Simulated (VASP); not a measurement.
Runs of VASP 6.6.1 on C. The structure is that of space group P6_3/mmc (No. 194), or close to it. The cells are those of the table. 

```csv
task,cell,k mesh,cutoff (eV),smearing,gap on the mesh (eV),pressure (GPa)
single point,"a = 2.459, b = 2.459, c = 7.247 Å, angles 90.0, 90.0, 120.0°, 4 atoms",14 × 14 × 6,520,fermi-dirac 0.1 eV,1.01,0.6
single point,"a = 2.447, b = 2.447, c = 7.211 Å, angles 90.0, 90.0, 120.0°, 4 atoms",10 × 10 × 4,520,gaussian 0.01 eV,1.53,(a)
single point,"a = 2.471, b = 2.471, c = 7.283 Å, angles 90.0, 90.0, 120.0°, 4 atoms",10 × 10 × 4,520,gaussian 0.01 eV,1.51,(b)
relaxation of cell and atoms,"relaxed from a = 2.470, b = 2.470, c = 6.790 Å, angles 90.0, 90.0, 120.0°, 4 atoms",14 × 14 × 6,600,fermi-dirac 0.1 eV,0.99,0.0
```

Alike in all rows: level PBEsol; potentials or basis VASP PAW PBE potentials, release 64 (C); no spin polarisation.

Question: Estimate the missing entries.

Answer: (a) 4.7; (b) -3.2.

Caveats: the PAW data sets were made with another functional, which shifts forces and pressure a little; this functional lacks dispersion, which binds the layers, so the pressure and a relaxed spacing across them are unreliable.

A k mesh can miss the band edges.
